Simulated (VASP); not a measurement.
# TeS2 (I4/mcm) in VASP: a series of runs

The runs below take TeS2 through single point, with PBE.

All numbers are computed with VASP 6.6.1; they aren't measurements. Logs are shortened: lines on timing, memory, paths and dates and some standing lists are left out, and cuts for length are marked.

## Step 1: The cell of the first run

Symmetry: I4/mcm, No. 140, tetragonal system. Conventional cell: a = 6.195 Å, b = 6.195 Å, c = 6.743 Å, α = 90.00°, β = 90.00°, γ = 90.00°. Within 3.8 Å of Te (site symmetry 422) lie 8 S at 2.87 Å and 2 Te at 3.37 Å. S (site symmetry m2m) has 4 Te at 2.87 Å and 11 S at 2.87 to 3.93 Å within 4.0 Å.

## Step 2: Single point, PBE

The input, INCAR:

```
SYSTEM = TeS2
ALGO = Normal
EDIFF = 1E-6
ENCUT = 520
GGA = PE
ISIF = 2
ISMEAR = 0
LASPH = .TRUE.
LCHARG = .FALSE.
LREAL = .FALSE.
LWAVE = .FALSE.
NBANDS = 27
NELM = 100
PREC = Accurate
SIGMA = 0.1
```

The input, KPOINTS:

```
k-points
0
G
  4 4 4
  0 0 0
```

The input, POSCAR:

```
TeS2
1.0
   -3.0974212683      3.0974212683      3.3715493651
    3.0974212683     -3.0974212683      3.3715493651
    3.0974212683      3.0974212683     -3.3715493651
Te S
2 4
Direct
    0.2500000000      0.2500000000      0.0000000000
    0.7500000000      0.7500000000      0.0000000000
    0.6635937153      0.1635937153      0.8271874306
    0.1635937153      0.3364062847      0.5000000000
    0.3364062847      0.8364062847      0.1728125694
    0.8364062847      0.6635937153      0.5000000000
```

Potentials or basis: VASP PAW PBE potentials, release 64 (Te, S).

Command:

```console
cat potpaw_PBE.64/Te/POTCAR potpaw_PBE.64/S/POTCAR > POTCAR
mpirun -np 1 vasp_std > vasp.out
```

OUTCAR:

```text
SYSTEM = TeS2
   EDIFF = 1E-6
   ENCUT = 520
   GGA = PE
   ISIF = 2
   ISMEAR = 0
   LASPH = .TRUE.
   LREAL = .FALSE.
   NELM = 100
   PREC = Accurate

 ion  position               nearest neighbor table
   1  0.250  0.250  0.000-   5 2.87   3 2.87   4 2.87   4 2.87   6 2.87   6 2.87   5 2.87   3 2.87
                             2 3.37   2 3.37
   2  0.750  0.750  0.000-   5 2.87   3 2.87   6 2.87   6 2.87   4 2.87   4 2.87   3 2.87   5 2.87
                             1 3.37   1 3.37
   3  0.664  0.164  0.827-   1 2.87   2 2.87   1 2.87   2 2.87
   4  0.164  0.336  0.500-   2 2.87   1 2.87   1 2.87   2 2.87
   5  0.336  0.836  0.173-   1 2.87   2 2.87   1 2.87   2 2.87
   6  0.836  0.664  0.500-   1 2.87   2 2.87   2 2.87   1 2.87

  LATTYP: Found a body centered tetragonal cell.
 ALAT       =     6.1948425366
 C/A-ratio  =     1.0885020386

  Lattice vectors:

 A1 = (  -3.0974212683,   3.0974212683,   3.3715493651)
 A2 = (   3.0974212683,  -3.0974212683,   3.3715493651)
 A3 = (   3.0974212683,   3.0974212683,  -3.3715493651)

Analysis of symmetry for initial positions (statically):
=====================================================================
 Subroutine PRICEL returns:
 Original cell was already a primitive cell.

 Routine SETGRP: Setting up the symmetry group for a
 body centered tetragonal supercell.

 Subroutine GETGRP returns: Found 16 space group operations
 (whereof  8 operations were pure point group operations)
 out of a pool of 16 trial point group operations.

The static configuration has the point symmetry C_4h.
 The point group associated with its full space group is D_4h.

Analysis of symmetry for dynamics (positions and initial velocities):
=====================================================================
 Subroutine PRICEL returns:
 Original cell was already a primitive cell.

 Routine SETGRP: Setting up the symmetry group for a
 body centered tetragonal supercell.

 Subroutine GETGRP returns: Found 16 space group operations
 (whereof  8 operations were pure point group operations)
 out of a pool of 16 trial point group operations.

The dynamic configuration has the point symmetry C_4h.
 The point group associated with its full space group is D_4h.

 Subroutine INISYM returns: Found 16 space group operations
 (whereof  8 operations are pure point group operations),
 and found     1 'primitive' translations

----------------------------------------------------------------------------------------

                                     Primitive cell

  volume of cell :     129.3868

  direct lattice vectors                    reciprocal lattice vectors
    -3.097421268  3.097421268  3.371549365     0.000000000  0.161424603  0.148299771
     3.097421268 -3.097421268  3.371549365     0.161424603  0.000000000  0.148299771
     3.097421268  3.097421268 -3.371549365     0.161424603  0.161424603  0.000000000

  length of vectors
     5.527692299  5.527692299  5.527692299     0.219204755  0.219204755  0.228288864

  position of ions in fractional coordinates (direct lattice)
     0.250000000  0.250000000  0.000000000
     0.750000000  0.750000000  0.000000000
     0.663593715  0.163593715  0.827187431
     0.163593715  0.336406285  0.500000000
     0.336406285  0.836406285  0.172812569
     0.836406285  0.663593715  0.500000000

  ion indices of the primitive-cell ions
   primitive index   ion index
                 1           1
                 2           2
                 3           3
                 4           4
                 5           5
                 6           6

----------------------------------------------------------------------------------------

 KPOINTS: k-points

Automatic generation of k-mesh.
 Grid dimensions read from file:
 generate k-points for:    4    4    4

 Generating k-lattice:

  Cartesian coordinates                     Fractional coordinates (reciprocal lattice)
     0.000000000  0.040356151  0.037074943     0.250000000 -0.000000000  0.000000000
     0.040356151  0.000000000  0.037074943    -0.000000000  0.250000000  0.000000000
     0.040356151  0.040356151  0.000000000     0.000000000  0.000000000  0.250000000

  Length of vectors
     0.054801189  0.054801189  0.057072216

  Shift w.r.t. Gamma in fractional coordinates (k-lattice)
     0.000000000  0.000000000  0.000000000

 Subroutine IBZKPT returns following result:
 ===========================================

 Found     13 irreducible k-points:

 Following reciprocal coordinates:
            Coordinates               Weight
  0.000000  0.000000  0.000000      1.000000
  0.250000 -0.000000  0.000000      8.000000
  0.500000 -0.000000  0.000000      4.000000
  0.250000  0.250000  0.000000      8.000000
  0.500000  0.250000  0.000000     16.000000
 -0.250000  0.250000  0.000000      4.000000
  0.500000  0.500000  0.000000      2.000000
  0.250000  0.250000  0.250000      2.000000
 -0.250000  0.250000  0.250000      4.000000
  0.500000  0.500000  0.250000      4.000000
 -0.250000  0.500000  0.250000      8.000000
 -0.250000 -0.250000  0.250000      2.000000
  0.500000  0.500000  0.500000      1.000000
   k-points           NKPTS =     13   k-points in BZ     NKDIM =     13   number of bands    NBANDS=     27
   number of dos      NEDOS =    301   number of ions     NIONS =      6
   total plane-waves  NPLWV =  74088
   dimension x,y,z NGX =    42 NGY =   42 NGZ =   42
   dimension x,y,z NGXF=    84 NGYF=   84 NGZF=   84
   ions per type =               2   4
   NGX,Y,Z   is equivalent  to a cutoff of  12.63, 12.63, 12.63 a.u.
   NGXF,Y,Z  is equivalent  to a cutoff of  25.26, 25.26, 25.26 a.u.
 SYSTEM =  TeS2
   PREC   = accura    normal or accurate (medium, high low for compatibility)
   ISTART =      0    job   : 0-new  1-cont  2-samecut
   ICHARG =      2    charge: 1-file 2-atom 10-const
   ISPIN  =      1    spin polarized calculation?
   LNONCOLLINEAR =      F non collinear calculations
   LSORBIT =      F    spin-orbit coupling
   LASPH  =      T    aspherical Exc in radial PAW
   ENCUT  =  520.0 eV  38.22 Ry    6.18 a.u.  10.28 10.28 10.28*2*pi/ulx,y,z
   NELM   =    100;   NELMIN=  2; NELMDL= -5     # of ELM steps
   EDIFF  = 0.1E-05   stopping-criterion for ELM
   LREAL  =      F    real-space projection
   EDIFFG = 0.1E-04   stopping-criterion for IOM
   NSW    =      0    number of steps for IOM
   IBRION =     -1    ionic relax: 0-MD 1-quasi-New 2-CG
   NFREE  =      0    steps in history (QN), initial steepest desc. (CG)
   ISIF   =      2    stress and relaxation
   ISYM   =      2    0-nonsym 1-usesym 2-fastsym
   POTIM  = 0.5000    time-step for ionic-motion
   TEBEG  =    0.0;   TEEND  =   0.0 temperature during run
   PSTRESS=    0.0 pullay stress
   NELECT =      36.0000    total number of electrons
   NUPDOWN=      -1.0000    fix difference up-down
   EMIN   =  10.00;   EMAX   =-10.00  energy-range for DOS
   EFERMI =   0.00;   METHOD = LEGACY
   ISMEAR =     0;   SIGMA  =   0.10  broadening in eV -4-tet -1-fermi 0-gaus
   EFERMI_NEDOS =   21; number of points for ismear=-14 and -15
   IALGO  =     38    algorithm
   IMIX   =      4    mixing-type and parameters
     AMIX     =   0.40;   BMIX     =  1.00
     AMIX_MAG =   1.60;   BMIX_MAG =  1.00
  volume/ion in A,a.u.               =      21.56       145.52
  Fermi-wavevector in a.u.,A,eV,Ry     =   1.068757  2.019658 15.541140  1.142242
  Thomas-Fermi vector in A             =   2.204415
   LORBIT       =      0    0 simple, 1 ext, 2 COOP (PROOUT), +10 PAW based schemes
   GGA     = PE    functional components
   LHFCALC =     F    Hartree Fock is set to
   AEXX    =    0.0000 exact exchange contribution
   IVDW    =     0    specifies the selected vdW correction
   LEPSILON=     F    determine dielectric tensor
   LRPA    =     F    only Hartree local field effects (RPA)
 non-spin polarized calculation
 Gauss-broadening in eV      SIGMA  =   0.10
  energy-cutoff  :      520.00
  volume of cell :      129.39
 maximum number of plane-waves:      3510
 NGX is ok and might be reduce to    42
   NGX = 21   NGY = 21   NGZ = 21

 number of electron      36.0000000 magnetization

 Free energy of the ion-electron system (eV)
  ---------------------------------------------------
  ext. energy  EPLUGINS =         0.00000000
  ---------------------------------------------------
  free energy    TOTEN  =       -19.69744198 eV

  energy without entropy =      -19.66900834  energy(sigma->0) =      -19.68322516

 E-fermi :   6.7949     XC(G=0): -10.1419

 val. band max:        6.7821832442   @ k =   0.2500   0.2500   0.2500
 cond. band min:       6.8193890031   @ k =   0.5000   0.5000   0.2500
 fundamental gap:      0.0372057589
 Fermi energy:         6.7948896200

 k-point     1 :       0.0000    0.0000    0.0000
  band No.  band energies     occupation
      1      -8.7242      2.00000
      2      -5.2553      2.00000
      3      -5.1751      2.00000
      4      -5.1751      2.00000
      5      -4.3011      2.00000
      6      -2.7145      2.00000
[... 19 lines left out ...]
     26      12.9338      0.00000
     27      14.7232      0.00000

 k-point     2 :       0.2500   -0.0000    0.0000
  band No.  band energies     occupation
      1      -8.3651      2.00000
      2      -5.9160      2.00000
      3      -5.2862      2.00000
      4      -5.2802      2.00000
      5      -4.4434      2.00000
      6      -3.1948      2.00000
[... 19 lines left out ...]
     26      12.2614      0.00000
     27      14.2018      0.00000

 k-point     3 :       0.5000   -0.0000    0.0000
  band No.  band energies     occupation
      1      -7.3374      2.00000
      2      -7.3374      2.00000
      3      -5.3821      2.00000
      4      -5.3821      2.00000
      5      -3.9648      2.00000
      6      -3.9648      2.00000
[... 264 lines left out ...]
      1      -8.0618      2.00000
      2      -5.5436      2.00000
      3      -5.5436      2.00000
      4      -5.4830      2.00000
      5      -5.2927      2.00000
      6      -3.4734      2.00000
[... 19 lines left out ...]
     26      13.4842      0.00000
     27      13.4842      0.00000

 k-point    13 :       0.5000    0.5000    0.5000
  band No.  band energies     occupation
      1      -6.7881      2.00000
      2      -6.1788      2.00000
      3      -5.8597      2.00000
      4      -5.8597      2.00000
      5      -5.3352      2.00000
      6      -5.0871      2.00000
[... 19 lines left out ...]
     26      13.6157      0.00000
     27      14.4017      0.00000

------------------------ aborting loop because EDIFF is reached ----------------------------------------

  FORCE on cell =-STRESS in cart. coord.  units (eV):
  Direction    XX          YY          ZZ          XY          YZ          ZX
  --------------------------------------------------------------------------------------
  -------------------------------------------------------------------------------------
  Total       -0.1591644     -0.1591644     -0.1247009      0.0000000      0.0000000      0.0000000
  in kB       -1.9709090     -1.9709090     -1.5441522      0.0000000      0.0000000      0.0000000
  external PRESSURE =      -1.8286567 kB  Pullay stress =       0.0000000 kB

 VOLUME and BASIS-vectors are now :
 -----------------------------------------------------------------------------
  energy-cutoff  :      520.00
  volume of cell :      129.39
      direct lattice vectors                 reciprocal lattice vectors
    -3.097421268  3.097421268  3.371549365     0.000000000  0.161424603  0.148299771
     3.097421268 -3.097421268  3.371549365     0.161424603  0.000000000  0.148299771
     3.097421268  3.097421268 -3.371549365     0.161424603  0.161424603  0.000000000

 POSITION                                       TOTAL-FORCE (eV/Angst)
 -----------------------------------------------------------------------------------
      0.00000      0.00000      1.68577         0.000000     -0.000000     -0.000000
      0.00000      0.00000      5.05732         0.000000     -0.000000     -0.000000
      1.01344      4.11086      0.00000         0.017147      0.017147     -0.000000
      2.08398      1.01344      0.00000        -0.017147      0.017147      0.000000
      2.08398     -1.01344      3.37155        -0.017147     -0.017147      0.000000
      1.01344      2.08398      3.37155         0.017147     -0.017147      0.000000
 -----------------------------------------------------------------------------------
    total drift:                               -0.000000     -0.000000      0.000000

  FREE ENERGIE OF THE ION-ELECTRON SYSTEM (eV)
  ---------------------------------------------------
  free  energy   TOTEN  =       -19.6974419811 eV

  energy  without entropy=      -19.6690083432  energy(sigma->0) =      -19.68322516
```

Wall time 23 s (1 thread of Intel Xeon 6975P-C (Granite Rapids), shared host); peak memory 0.25 GiB.

Results:

* Free energy: -19.6974 eV
* Pressure: -0.2 GPa
* Largest force: 0.024 eV/Å
* Band gap on the k mesh: zero (bands 18 and 19 overlap by 0.51 eV)

Forces in eV/Å, atoms in the order of the input:
```
Te   0.000  0.000  0.000
Te   0.000  0.000  0.000
S    0.017  0.017  0.000
S   -0.017  0.017  0.000
S   -0.017 -0.017  0.000
S    0.017 -0.017  0.000
```

Levels at points of the mesh, in eV from the Fermi level:
| k point | band 14 | band 15 | band 16 | band 17 | band 18 | band 19 | band 20 | band 21 | band 22 | band 23 |
| --- | --- | --- | --- | --- | --- | --- | --- | --- | --- | --- |
| (0.00, 0.00, 0.00) | -2.66 | -1.66 | -1.05 | -0.05 | -0.05 | 2.57 | 2.57 | 3.06 | 3.06 | 3.10 |
| (0.50, 0.00, 0.00) | -2.42 | -1.70 | -1.70 | -1.35 | -1.35 | 0.65 | 0.65 | 1.35 | 1.35 | 2.94 |
| (0.50, 0.50, 0.00) | -1.77 | -1.74 | -1.70 | -1.67 | -0.63 | -0.30 | 0.20 | 0.94 | 1.52 | 2.96 |
| (0.50, 0.50, 0.50) | -2.22 | -0.83 | -0.64 | -0.28 | -0.28 | -0.17 | -0.17 | -0.01 | 0.18 | 1.08 |

Caveat: spin-orbit coupling is left out, which moves the levels of the heavy elements.

## Step 3: Single point, PBE

This run uses another cell than the first one, of 25.34 Å³/atom.

The input, INCAR:

```
PREC = Accurate
ENCUT = 520
EDIFF = 1E-6
ISMEAR = 0
SIGMA = 0.1
LREAL = False
LASPH = True
NELM = 100
ALGO = Normal
ISIF = 2
LWAVE = False
LCHARG = True
GGA = PE
LELF = True
LVHAR = True
NBANDS = 27
```

The input, KPOINTS:

```
Automatic mesh
0
Gamma
  4 4 4
```

The input, POSCAR:

```
TeS2
1.0
   -3.5742368859      3.5742368859      2.9751989199
    3.5742368859     -3.5742368859      2.9751989199
    3.5742368859      3.5742368859     -2.9751989199
Te S
2 4
Direct
    0.2500000000      0.2500000000      0.0000000000
    0.7500000000      0.7500000000      0.0000000000
    0.6670000000      0.1670000000      0.8340000000
    0.1670000000      0.3330000000      0.5000000000
    0.3330000000      0.8330000000      0.1660000000
    0.8330000000      0.6670000000      0.5000000000
```

Potentials or basis: VASP PAW PBE potentials, release 64 (Te, S).

Command:

```console
cat potpaw_PBE.64/Te/POTCAR potpaw_PBE.64/S/POTCAR > POTCAR
mpirun -np 1 vasp_std > vasp.out
```

It took 43 s on 1 thread of Intel Xeon 6975P-C (Granite Rapids), shared host; peak memory 0.31 GiB.

The run converged. Its results:

| Item | Value |
| --- | --- |
| Free energy | -17.4333 eV |
| Pressure | -6.2 GPa |
| Largest force | 0.032 eV/Å |
| Band gap on the k mesh | zero (bands 18 and 19 overlap by 0.17 eV) |

Forces on the atoms (eV/Å):
```
Te   0.000  0.000  0.000
Te   0.000  0.000  0.000
S   -0.022 -0.022  0.000
S    0.022 -0.022  0.000
S    0.022  0.022  0.000
S   -0.022  0.022  0.000
```

Stress tensor (GPa, compression positive):
```
-11.01   0.00   0.00
  0.00 -11.01   0.00
  0.00   0.00   3.50
```

Levels at points of the mesh, in eV from the Fermi level:
```
           k point  band 15  band 16  band 17  band 18  band 19  band 20  band 21  band 22
(0.00, 0.00, 0.00)    -1.17    -0.23    -0.23     0.10     1.01     2.35     2.35     2.39
(0.50, 0.00, 0.00)    -1.04    -1.04    -0.39    -0.39     0.37     0.37     1.24     1.24
(0.50, 0.50, 0.00)    -0.98    -0.65    -0.54    -0.26    -0.05     0.15     0.16     2.36
(0.50, 0.50, 0.50)    -0.99    -0.66    -0.66    -0.62    -0.04     0.68     0.68     0.80
```

Caveat: the cell stands under tension; spin-orbit coupling is left out, which moves the levels of the heavy elements.

## Step 4: Single point, PBE

This run uses another cell than the first one, of 21.80 Å³/atom.

The input, INCAR:

```
SYSTEM = TeS2
PREC = Accurate
ENCUT = 520
EDIFF = 1E-6
ISMEAR = 0
SIGMA = 0.1
LREAL = .False.
LASPH = .True.
NELM = 60
ALGO = Normal
ISIF = 2
LWAVE = .False.
LCHARG = .False.
GGA = PE
NBANDS = 27
```

The input, KPOINTS:

```
regular mesh
0
Gamma
  8 8 8
  0 0 0
```

The input, POSCAR:

```
TeS2
1.0
   -3.0938781271      3.0938781271      3.4166698847
    3.0938781271     -3.0938781271      3.4166698847
    3.0938781271      3.0938781271     -3.4166698847
Te S
2 4
Direct
    0.2500000000      0.2500000000      0.0000000000
    0.7500000000      0.7500000000      0.0000000000
    0.6790438590      0.1790438590      0.8580877180
    0.1790438590      0.3209561410      0.5000000000
    0.3209561410      0.8209561410      0.1419122820
    0.8209561410      0.6790438590      0.5000000000
```

Command:

```console
cat potpaw_PBE.64/Te/POTCAR potpaw_PBE.64/S/POTCAR > POTCAR
mpirun -np 1 vasp_std > vasp.out
```

It took 90 s on 1 thread of Intel Xeon 6975P-C (Granite Rapids), shared host; peak memory 0.35 GiB.

Results (log left out):

```
Free energy            : -19.7550 eV
Pressure               : -0.2 GPa
Largest force          : 0.011 eV/Å
Band gap on the k mesh : zero (bands 18 and 19 overlap by 0.69 eV)
```

Forces on the atoms (eV/Å):
```
Te   0.000  0.000  0.000
Te   0.000  0.000  0.000
S    0.007  0.007  0.000
S   -0.007  0.007  0.000
S   -0.007 -0.007  0.000
S    0.007 -0.007  0.000
```

Stress tensor (GPa, compression positive):
```
-0.17  0.00  0.00
 0.00 -0.17  0.00
 0.00  0.00 -0.27
```

Levels at points of the mesh, in eV from the Fermi level:
```csv
k point,band 16,band 17,band 18,band 19,band 20,band 21
"(0.00, 0.00, 0.00)",-0.70,-0.13,-0.13,3.03,3.03,3.34
"(0.50, 0.00, 0.00)",-1.66,-1.12,-1.12,0.60,0.60,1.73
"(0.50, 0.50, 0.00)",-1.51,-1.47,-0.91,-0.42,0.35,1.53
"(0.50, 0.50, 0.50)",-0.61,-0.34,-0.34,-0.22,-0.22,-0.05
```

Caveat: spin-orbit coupling is left out, which moves the levels of the heavy elements.

## Step 5: The runs side by side

| cell | k mesh | gap on the mesh (eV) | pressure (GPa) | largest force (eV/Å) |
| --- | --- | --- | --- | --- |
| a = 5.528 Å, angles 111.8, 111.8, 104.8°, 6 atoms, atomic positions A | 4 × 4 × 4 | none | -0.2 | 0.02 |
| a = 5.865 Å, angles 104.9, 104.9, 119.0°, 6 atoms, atomic positions B | 4 × 4 × 4 | none | -6.2 | 0.03 |
| a = 5.551 Å, angles 112.3, 112.3, 104.0°, 6 atoms, atomic positions C | 8 × 8 × 8 | none | -0.2 | 0.01 |

Alike in all rows: task single point; level PBE; potentials or basis VASP PAW PBE potentials, release 64 (Te, S); no spin polarisation; cutoff (eV) 520; smearing gaussian 0.1 eV.

Caveats: spin-orbit coupling is left out, which moves the levels of the heavy elements; the cell stands under tension (at least some runs).

Total energies depend on the potentials used, so only differences within one code and one set of settings carry meaning.
